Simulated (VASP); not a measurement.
# TiC (I4mm) in VASP: single point with PBE

Aim: the single point of TiC with PBE.

All numbers are computed with VASP 6.6.1; they aren't measurements. Logs are shortened: lines on timing, memory, paths and dates and some standing lists are left out, and cuts for length are marked.

## (1) The cell of the first run

The structure is tetragonal, space group I4mm (No. 107). The conventional cell has a = 3.060 Å, b = 3.060 Å, c = 4.328 Å, α = 90.00°, β = 90.00°, γ = 90.00°. Within 2.7 Å of Ti (site symmetry 4mm) lie 6 C at 2.01 to 2.31 Å. Within 2.7 Å of C (site symmetry 4mm) lie 6 Ti at 2.01 to 2.31 Å.

## (2) Single point, PBE (one atom moved)

INCAR

```
PREC = Accurate
ENCUT = 520
EDIFF = 1E-6
ISMEAR = 0
SIGMA = 0.1
LREAL = False
LASPH = True
NELM = 60
ALGO = Normal
ISIF = 2
LWAVE = False
LCHARG = False
GGA = PE
NBANDS = 15
```

KPOINTS

```
Automatic mesh
0
Gamma
  14 14 14
```

POSCAR

```
TiC
1.0
    0.0000000000      2.1640000000      2.1640000000
    2.1640000000      0.0000000000      2.1640000000
    2.1640000000      2.1640000000      0.0000000000
Ti C
1 1
Direct
   -0.0346580407      0.0346580407      0.0346580407
    0.5000000000      0.5000000000      0.5000000000
```

Potentials or basis: VASP PAW PBE potentials, release 64 (Ti_sv, C).

On the command line:

```sh
> cat potpaw_PBE.64/Ti_sv/POTCAR potpaw_PBE.64/C/POTCAR > POTCAR
> mpirun -np 1 vasp_std > vasp.out
```

OUTCAR:

```text
PREC = Accurate
   ENCUT = 520
   EDIFF = 1E-6
   ISMEAR = 0
   LREAL = False
   LASPH = True
   NELM = 60
   ISIF = 2
   GGA = PE

 ion  position               nearest neighbor table
   1  0.965  0.035  0.035-   2 2.01   2 2.17   2 2.17   2 2.17   2 2.17   2 2.31
   2  0.500  0.500  0.500-   1 2.01   1 2.17   1 2.17   1 2.17   1 2.17   1 2.31

  LATTYP: Found a face centered cubic cell.
 ALAT       =     4.3280000000

  Lattice vectors:

 A1 = (   0.0000000000,   2.1640000000,   2.1640000000)
 A2 = (   2.1640000000,   0.0000000000,   2.1640000000)
 A3 = (   2.1640000000,   2.1640000000,   0.0000000000)

Analysis of symmetry for initial positions (statically):
=====================================================================
 Subroutine PRICEL returns:
 Original cell was already a primitive cell.

 Routine SETGRP: Setting up the symmetry group for a
 face centered cubic supercell.

 Subroutine GETGRP returns: Found  8 space group operations
 (whereof  8 operations were pure point group operations)
 out of a pool of 48 trial point group operations.

The static configuration has the point symmetry C_4v.

Analysis of symmetry for dynamics (positions and initial velocities):
=====================================================================
 Subroutine PRICEL returns:
 Original cell was already a primitive cell.

 Routine SETGRP: Setting up the symmetry group for a
 face centered cubic supercell.

 Subroutine GETGRP returns: Found  8 space group operations
 (whereof  8 operations were pure point group operations)
 out of a pool of 48 trial point group operations.

The dynamic configuration has the point symmetry C_4v.

 Subroutine INISYM returns: Found  8 space group operations
 (whereof  8 operations are pure point group operations),
 and found     1 'primitive' translations

----------------------------------------------------------------------------------------

                                     Primitive cell

  volume of cell :      20.2676

  direct lattice vectors                    reciprocal lattice vectors
     0.000000000  2.164000000  2.164000000    -0.231053604  0.231053604  0.231053604
     2.164000000  0.000000000  2.164000000     0.231053604 -0.231053604  0.231053604
     2.164000000  2.164000000  0.000000000     0.231053604  0.231053604 -0.231053604

  length of vectors
     3.060358149  3.060358149  3.060358149     0.400196582  0.400196582  0.400196582

  position of ions in fractional coordinates (direct lattice)
     0.965341959  0.034658041  0.034658041
     0.500000000  0.500000000  0.500000000

  ion indices of the primitive-cell ions
   primitive index   ion index
                 1           1
                 2           2

----------------------------------------------------------------------------------------

 KPOINTS: Automatic mesh

Automatic generation of k-mesh.
 Grid dimensions read from file:
 generate k-points for:   14   14   14

 Generating k-lattice:

  Cartesian coordinates                     Fractional coordinates (reciprocal lattice)
    -0.016503829  0.016503829  0.016503829     0.071428571  0.000000000  0.000000000
     0.016503829 -0.016503829  0.016503829     0.000000000  0.071428571  0.000000000
     0.016503829  0.016503829 -0.016503829     0.000000000  0.000000000  0.071428571

  Length of vectors
     0.028585470  0.028585470  0.028585470

  Shift w.r.t. Gamma in fractional coordinates (k-lattice)
     0.000000000  0.000000000  0.000000000

 Subroutine IBZKPT returns following result:
 ===========================================

 Found    244 irreducible k-points:

 Following reciprocal coordinates:
            Coordinates               Weight
  0.000000  0.000000  0.000000      1.000000
  0.071429  0.000000  0.000000      8.000000
  0.142857  0.000000  0.000000      8.000000
  0.214286  0.000000  0.000000      8.000000
  0.285714  0.000000  0.000000      8.000000
  0.357143  0.000000  0.000000      8.000000
[... 16 lines left out ...]
 -0.428571  0.071429  0.000000     16.000000
  0.000000 -0.428571  0.071429      8.000000
 [... further k-points ...]
   k-points           NKPTS =    244   k-points in BZ     NKDIM =    244   number of bands    NBANDS=     15
   number of dos      NEDOS =    301   number of ions     NIONS =      2
   total plane-waves  NPLWV =  13824
   dimension x,y,z NGX =    24 NGY =   24 NGZ =   24
   dimension x,y,z NGXF=    48 NGYF=   48 NGZF=   48
   ions per type =               1   1
   NGX,Y,Z   is equivalent  to a cutoff of  13.04, 13.04, 13.04 a.u.
   NGXF,Y,Z  is equivalent  to a cutoff of  26.07, 26.07, 26.07 a.u.
 SYSTEM =  unknown system
   PREC   = accura    normal or accurate (medium, high low for compatibility)
   ISTART =      0    job   : 0-new  1-cont  2-samecut
   ICHARG =      2    charge: 1-file 2-atom 10-const
   ISPIN  =      1    spin polarized calculation?
   LNONCOLLINEAR =      F non collinear calculations
   LSORBIT =      F    spin-orbit coupling
   LASPH  =      T    aspherical Exc in radial PAW
   ENCUT  =  520.0 eV  38.22 Ry    6.18 a.u.   5.69  5.69  5.69*2*pi/ulx,y,z
   NELM   =     60;   NELMIN=  2; NELMDL= -5     # of ELM steps
   EDIFF  = 0.1E-05   stopping-criterion for ELM
   LREAL  =      F    real-space projection
   EDIFFG = 0.1E-04   stopping-criterion for IOM
   NSW    =      0    number of steps for IOM
   IBRION =     -1    ionic relax: 0-MD 1-quasi-New 2-CG
   NFREE  =      0    steps in history (QN), initial steepest desc. (CG)
   ISIF   =      2    stress and relaxation
   ISYM   =      2    0-nonsym 1-usesym 2-fastsym
   POTIM  = 0.5000    time-step for ionic-motion
   TEBEG  =    0.0;   TEEND  =   0.0 temperature during run
   PSTRESS=    0.0 pullay stress
   NELECT =      16.0000    total number of electrons
   NUPDOWN=      -1.0000    fix difference up-down
   EMIN   =  10.00;   EMAX   =-10.00  energy-range for DOS
   EFERMI =   0.00;   METHOD = LEGACY
   ISMEAR =     0;   SIGMA  =   0.10  broadening in eV -4-tet -1-fermi 0-gaus
   EFERMI_NEDOS =   21; number of points for ismear=-14 and -15
   IALGO  =     38    algorithm
   IMIX   =      4    mixing-type and parameters
     AMIX     =   0.40;   BMIX     =  1.00
     AMIX_MAG =   1.60;   BMIX_MAG =  1.00
  volume/ion in A,a.u.               =      10.13        68.39
  Fermi-wavevector in a.u.,A,eV,Ry     =   1.513030  2.859212 31.147275  2.289260
  Thomas-Fermi vector in A             =   2.622876
   LORBIT       =      0    0 simple, 1 ext, 2 COOP (PROOUT), +10 PAW based schemes
   GGA     = PE    functional components
   LHFCALC =     F    Hartree Fock is set to
   AEXX    =    0.0000 exact exchange contribution
   IVDW    =     0    specifies the selected vdW correction
   LEPSILON=     F    determine dielectric tensor
   LRPA    =     F    only Hartree local field effects (RPA)
 non-spin polarized calculation
 Gauss-broadening in eV      SIGMA  =   0.10
  energy-cutoff  :      520.00
  volume of cell :       20.27
 maximum number of plane-waves:       568
   NGX = 11   NGY = 11   NGZ = 11

 number of electron      16.0000001 magnetization

 Free energy of the ion-electron system (eV)
  ---------------------------------------------------
  ext. energy  EPLUGINS =         0.00000000
  ---------------------------------------------------
  free energy    TOTEN  =       -18.60636236 eV

  energy without entropy =      -18.60538180  energy(sigma->0) =      -18.60587208

 E-fermi :   9.4936     XC(G=0): -12.6980

 val. band max:        9.4693824964   @ k =   0.0000   0.4286   0.3571
 cond. band min:       9.5099398770   @ k =   0.0000   0.2857   0.2143
 fundamental gap:      0.0405573805
 Fermi energy:         9.4936042096

 k-point     1 :       0.0000    0.0000    0.0000
  band No.  band energies     occupation
      1     -47.1360      2.00000
      2     -23.1655      2.00000
      3     -23.1655      2.00000
      4     -23.1577      2.00000
      5      -2.9464      2.00000
      6       9.5960      0.14777
      7       9.5960      0.14777
      8       9.9149      0.00000
      9      10.1360      0.00000
     10      11.1616      0.00000
     11      11.7281      0.00000
     12      11.7281      0.00000
     13      12.5518      0.00000
     14      19.8566      0.00000
     15      23.3896      0.00000

 k-point     2 :       0.0714    0.0000    0.0000
  band No.  band energies     occupation
      1     -47.1324      2.00000
      2     -23.1894      2.00000
      3     -23.1679      2.00000
      4     -23.1621      2.00000
      5      -2.8309      2.00000
      6       9.0198      2.00000
      7       9.3958      1.83319
      8       9.8345      0.00000
      9      10.2402      0.00000
     10      10.7149      0.00000
     11      11.6182      0.00000
     12      12.5399      0.00000
     13      13.1085      0.00000
     14      20.0646      0.00000
     15      23.4452      0.00000

 k-point     3 :       0.1429    0.0000    0.0000
  band No.  band energies     occupation
      1     -47.1222      2.00000
      2     -23.2609      2.00000
      3     -23.1749      2.00000
      4     -23.1693      2.00000
      5      -2.4938      2.00000
      6       8.1087      2.00000
      7       8.7681      2.00000
      8       9.1073      2.00000
      9      10.5180      0.00000
     10      10.6800      0.00000
     11      11.7841      0.00000
     12      13.6765      0.00000
     13      14.0768      0.00000
     14      20.5277      0.00000
     15      23.4831      0.00000

 k-point     4 :       0.2143    0.0000    0.0000
  band No.  band energies     occupation
      1     -47.1074      2.00000
      2     -23.3633      2.00000
      3     -23.1849      2.00000
      4     -23.1793      2.00000
      5      -1.9632      2.00000
      6       7.0797      2.00000
      7       8.0402      2.00000
      8       8.2425      2.00000
      9      10.9080      0.00000
     10      10.9880      0.00000
     11      12.0720      0.00000
     12      14.8154      0.00000
     13      15.1122      0.00000
     14      20.7207      0.00000
     15      23.5671      0.00000
[... 307 lines left out ...]
 k-point    22 :       0.0000    0.5000    0.0714
  band No.  band energies     occupation
      1     -47.0609      2.00000
      2     -23.6544      2.00000
      3     -23.2249      2.00000
      4     -23.2212      2.00000
      5       0.4299      2.00000
      6       3.7759      2.00000
      7       6.5711      2.00000
      8       6.6454      2.00000
      9      12.1809      0.00000
     10      12.4007      0.00000
     11      13.4875      0.00000
     12      16.6741      0.00000
     13      17.1864      0.00000
     14      18.9361      0.00000
     15      24.3883      0.00000

 k-point    23 :      -0.4286    0.0714    0.0000
  band No.  band energies     occupation
      1     -47.0621      2.00000
      2     -23.6464      2.00000
      3     -23.2335      2.00000
      4     -23.2108      2.00000
      5       0.3301      2.00000
      6       3.8929      2.00000
      7       6.5667      2.00000
      8       6.6914      2.00000
      9      12.1839      0.00000
     10      12.3325      0.00000
     11      13.4346      0.00000
     12      16.7095      0.00000
     13      17.1405      0.00000
     14      18.9799      0.00000
     15      24.2008      0.00000

 k-point    24 :       0.0000   -0.4286    0.0714
  band No.  band energies     occupation
      1     -47.0621      2.00000
      2     -23.6464      2.00000
      3     -23.2290      2.00000
      4     -23.2153      2.00000
      5       0.3263      2.00000
      6       3.8921      2.00000
      7       6.6163      2.00000
      8       6.6720      2.00000
      9      12.2272      0.00000
     10      12.2577      0.00000
     11      13.3933      0.00000
     12      16.5909      0.00000
     13      17.4298      0.00000
     14      18.8032      0.00000
     15      24.4649      0.00000

 [... further k-points ...]

------------------------ aborting loop because EDIFF is reached ----------------------------------------

  FORCE on cell =-STRESS in cart. coord.  units (eV):
  Direction    XX          YY          ZZ          XY          YZ          ZX
  --------------------------------------------------------------------------------------
  -------------------------------------------------------------------------------------
  Total        1.0367759      0.1974276      0.1974276      0.0000000      0.0000000      0.0000000
  in kB       81.9584476     15.6069040     15.6069040      0.0000000      0.0000000      0.0000000
  external PRESSURE =      37.7240852 kB  Pullay stress =       0.0000000 kB

 VOLUME and BASIS-vectors are now :
 -----------------------------------------------------------------------------
  energy-cutoff  :      520.00
  volume of cell :       20.27
      direct lattice vectors                 reciprocal lattice vectors
     0.000000000  2.164000000  2.164000000    -0.231053604  0.231053604  0.231053604
     2.164000000  0.000000000  2.164000000     0.231053604 -0.231053604  0.231053604
     2.164000000  2.164000000  0.000000000     0.231053604  0.231053604 -0.231053604

 POSITION                                       TOTAL-FORCE (eV/Angst)
 -----------------------------------------------------------------------------------
      0.15000      2.16400      2.16400        -1.392353      0.000000      0.000000
      2.16400      2.16400      2.16400         1.392353      0.000000      0.000000
 -----------------------------------------------------------------------------------
    total drift:                               -0.000104      0.000000      0.000000

  FREE ENERGIE OF THE ION-ELECTRON SYSTEM (eV)
  ---------------------------------------------------
  free  energy   TOTEN  =       -18.6063623580 eV

  energy  without entropy=      -18.6053818025  energy(sigma->0) =      -18.60587208
```

Run time: 26 s. Hardware: 1 thread of Intel Xeon 6975P-C (Granite Rapids), shared host; peak memory 0.2 GiB.

Results:

```yaml
Free_energy: -18.6064 eV
Pressure: 3.8 GPa
Largest_force: 1.392 eV/Å
Band_gap_on_the_k_mesh: zero (bands 8 and 9 overlap by 1.12 eV)
```

Forces on the atoms (eV/Å):
```
Ti  -1.392  0.000  0.000
C    1.392  0.000  0.000
```

Stress tensor (GPa, compression positive):
```
8.20 0.00 0.00
0.00 1.56 0.00
0.00 0.00 1.56
```

Caveat: the cell differs from its parent crystal (one atom moved); the cell stands under pressure; forces of over 1 eV/Å act on the atoms, so gaps and moduli don't describe the material at rest.
